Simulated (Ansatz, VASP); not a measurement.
# One calculation of AlAu4, two programs

```
CELL_PARAMETERS angstrom
2.38813 -1.60138 0.01690
2.38813 1.60138 0.01690
-0.87680 0.00000 10.90711
ATOMIC_POSITIONS crystal
Al 0.00000 0.00000 0.00000
Au 0.60348 0.60348 0.82357
Au 0.18352 0.18352 0.60824
Au 0.81648 0.81648 0.39176
Au 0.39652 0.39652 0.17643
```

Alike in both runs: task single point; functional PBEsol; k mesh 12 × 12 × 4; occupations gaussian, width 0.1 eV; no spin polarisation.

```csv
,VASP,Ansatz
version,VASP 6.6.1,Ansatz 0.2.0
potentials or method,"VASP PAW PBE potentials, release 64 (Al, Au), cutoff 520 eV","scalar-relativistic, plane waves, PAW"
valence electrons in the cell,47,79
```

|  | VASP | Ansatz | Ansatz less VASP |
| --- | --- | --- | --- |
| gap on the k mesh at the Fermi level (eV) | none | none | - |
| pressure (GPa) | 0.8 | 1.1 | +0.27 |
| traceless stress, the component that is largest in VASP (GPa) | -1.02 | -1.00 | +0.011 |
| rms of the force components (eV/Å) | 0.130 | 0.129 | -0.0001 |

VASP's potentials were made for PBE, not for PBEsol. Atom by atom the forces differ by 0.002 eV/Å (rms over components). A gap of «none» marks a metal or a gap that the smearing closes. VASP's potentials hold 47 valence electrons a cell and Ansatz's 79, so a difference there can come from the potentials and not from the codes.

Spin-orbit coupling is off throughout.
